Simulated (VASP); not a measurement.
Set up this calculation in VASP 6.6.1, as the native input.

```yaml
Task: single point
Functional: PBE
Potentials_or_basis: VASP PAW PBE potentials, release 64 (Cu)
Cutoff: 520 eV
k_mesh: 20 × 20 × 20
Occupations: gaussian, width 0.1 eV
Spin: no spin polarisation
Dipole_correction: no
Further_INCAR_settings: ALGO = Normal; EDIFF = 1e-06; NBANDS = 12
```

The structure of Cu lies in POSCAR:

```
Cu
1.0
    0.0000000000      1.8149014086      1.8149014086
    1.8149014086      0.0000000000      1.8149014086
    1.8149014086      1.8149014086      0.0000000000
Cu
1
Direct
    0.0000000000      0.0000000000      0.0000000000
```

The input as run:

INCAR

```
SYSTEM = Cu
PREC     = Accurate       ! precision mode
ENCUT    = 520            ! plane-wave cutoff, eV
EDIFF    = 1E-6           ! SCF threshold, eV
ISMEAR   = 0              ! smearing method
SIGMA    = 0.1            ! smearing width, eV
LREAL    = .False.        ! projectors in reciprocal space
LASPH    = .True.         ! aspherical terms in the spheres
NELM     = 60             ! most SCF steps
ALGO     = Normal         ! electronic algorithm
ISIF     = 2              ! what is computed and relaxed
LWAVE    = .False.        ! write WAVECAR
LCHARG   = .True.         ! write CHGCAR
GGA      = PE             ! functional
LELF     = .True.         ! ELF
LVHAR    = .True.       
NBANDS   = 12             ! bands
```

KPOINTS

```
Automatic mesh
0
Gamma
  20 20 20
  0 0 0
```

Potentials or basis: VASP PAW PBE potentials, release 64 (Cu).

Run with:

```bash
$ cat potpaw_PBE.64/Cu/POTCAR > POTCAR
$ mpirun -np 1 vasp_std > vasp.out
```

It gave:

```yaml
Pressure: 0.6 GPa
```

Run time: 26 s on 1 thread of Intel(R) Xeon(R) Platinum 8375C CPU @ 2.90GHz (Ice Lake) (shared host), peak memory 0.15 GiB.
